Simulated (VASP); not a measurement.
A run of VASP 6.6.1 is set up as follows.

POSCAR

```
PbS
1.0
    2.1126617058      1.2197458045      3.4519162518
   -2.1126617058      1.2197458045      3.4519162518
    0.0000000000     -2.4394916091      3.4519162518
Pb S
1 1
Direct
    0.9805657800      0.9805657800      0.9805657800
    0.4750355500      0.4750355500      0.4750355500
```

File INCAR.step1:

```
ALGO = Normal ; EDIFF = 1E-5
ENCUT = 550 ; GGA = PE
GGA_COMPAT = F ; ISMEAR = 0
LASPH = T ; LCHARG = F
LREAL = F ; LWAVE = T
NBANDS = 17 ; NELM = 120
PREC = Accurate ; SIGMA = 0.1
```

Contents of INCAR.step2:

```
ALGO = Normal ; EDIFF = 1E-6
ENCUT = 550 ; GGA_COMPAT = F
ISIF = 2 ; ISMEAR = 0
ISTART = 1 ; LASPH = T
LCHARG = T ; LELF = T
LMIXTAU = T ; LREAL = F
LVHAR = T ; LWAVE = F
METAGGA = R2SCAN ; NBANDS = 17
NELM = 120 ; PREC = Accurate
SIGMA = 0.1
```

KPOINTS

```
k-points
0
Gamma
  3 3 3
```

Potentials or basis: VASP PAW PBE potentials, release 64 (Pb_d, S).

Launch:

```console
$ cat potpaw_PBE.64/Pb_d/POTCAR potpaw_PBE.64/S/POTCAR > POTCAR
$ cp INCAR.step1 INCAR
$ mpirun -np 1 vasp_std > vasp.out
$ cp INCAR.step2 INCAR
$ mpirun -np 1 vasp_std > vasp.out
```

Question: Predict the pressure.

Answer: -0.9 GPa.

Question: What does it give for the largest force?

Answer: 0.003 eV/Å.

Forces on the atoms (eV/Å):
```
Pb   0.000  0.000  0.003
S    0.000  0.000 -0.003
```

Caveat: the k points lie up to 0.61 Å⁻¹ apart; the PAW data sets were made with another functional, which shifts forces and pressure a little.
